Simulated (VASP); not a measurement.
Set up this calculation in VASP 6.6.1, as the native input.

```yaml
Task: relaxation of the atoms
Functional: PBE
Dispersion: D3(BJ)
Potentials_or_basis: VASP PAW PBE potentials, release 64 (Ba_sv, Ti_sv, O)
Cutoff: 520 eV
k_mesh: 2 × 2 × 1
Occupations: fermi-dirac, width 0.05 eV
Spin: no spin polarisation
Dipole_correction: no
Atoms_held_fixed_from_0: "[0, 3, 6, 7, 8]"
Further_INCAR_settings: LREAL = Auto; ALGO = Normal; EDIFF = 1e-06; IBRION = 2; EDIFFG = -0.08; NSW = 45
```

The structure of BaTiO3 lies in POSCAR:

```
BaTiO3
1.0
    5.6546840000      0.0000000000      0.0000000000
   -2.8273420000      4.8971000000      0.0000000000
    0.0000000000      0.0000000000     16.7216630000
Ba Ti O
3 3 9
Selective dynamics
Direct
    0.0000000000      0.0000000000      0.0598027000  F F F
    0.6666667000      0.3333333000      0.1984512000  T T T
    0.3333333000      0.6666667000      0.3370997000  T T T
    0.3333333000      0.6666667000      0.1246763000  F F F
    0.0000000000      0.0000000000      0.2633248000  T T T
    0.6666667000      0.3333333000      0.4019733000  T T T
    0.4971000000      0.9942000000      0.0657091000  F F F
    0.0058000000      0.5029000000      0.0657091000  F F F
    0.4971000000      0.5029000000      0.0657091000  F F F
    0.1637667000      0.3275333000      0.2043576000  T T T
    0.6724667000      0.8362333000      0.2043576000  T T T
    0.1637667000      0.8362333000      0.2043576000  T T T
    0.8304333000      0.6608667000      0.3430061000  T T T
    0.3391333000      0.1695667000      0.3430061000  T T T
    0.8304333000      0.1695667000      0.3430061000  T T T
```

These files were run (other wordings do the same):

INCAR

```
SYSTEM = BaTiO3
PREC     = Accurate       ! precision mode
ENCUT    = 520            ! plane-wave cutoff, eV
EDIFF    = 1E-6           ! SCF threshold, eV
ISMEAR   = -1             ! smearing method
SIGMA    = 0.05           ! smearing width, eV
LREAL    = Auto         
LASPH    = .TRUE.         ! aspherical terms in the spheres
NELM     = 80             ! most SCF steps
ALGO     = Normal         ! electronic algorithm
ISIF     = 2              ! what is computed and relaxed
LWAVE    = .FALSE.        ! write WAVECAR
LCHARG   = .FALSE.        ! write CHGCAR
GGA      = PE             ! functional
IVDW     = 12             ! dispersion correction
IBRION   = 2              ! ionic algorithm
NSW      = 45             ! ionic steps
EDIFFG   = -0.08          ! ionic threshold
```

KPOINTS

```
Automatic mesh
0
G
  2 2 1
  0 0 0
```

Potentials or basis: VASP PAW PBE potentials, release 64 (Ba_sv, Ti_sv, O).

Run with:

```console
$ cat potpaw_PBE.64/Ba_sv/POTCAR potpaw_PBE.64/Ti_sv/POTCAR potpaw_PBE.64/O/POTCAR > POTCAR
$ mpirun -np 1 vasp_std > vasp.out
```

It gave:

* Energy gained by relaxing: 125.8 meV/atom
* Ionic steps: 19
* Band gap on the k mesh: 0.03 eV
* Dispersion energy per atom: -0.170 eV

Caveat: the k points lie up to 0.64 Å⁻¹ apart; the smearing spreads over this small gap; there is no dipole correction, which matters where the two faces differ; spin-orbit coupling is left out, which moves the levels of the heavy elements.

Run time: 72 min on 1 thread of Intel Xeon 8259CL, on a shared host, peak memory 0.55 GiB.
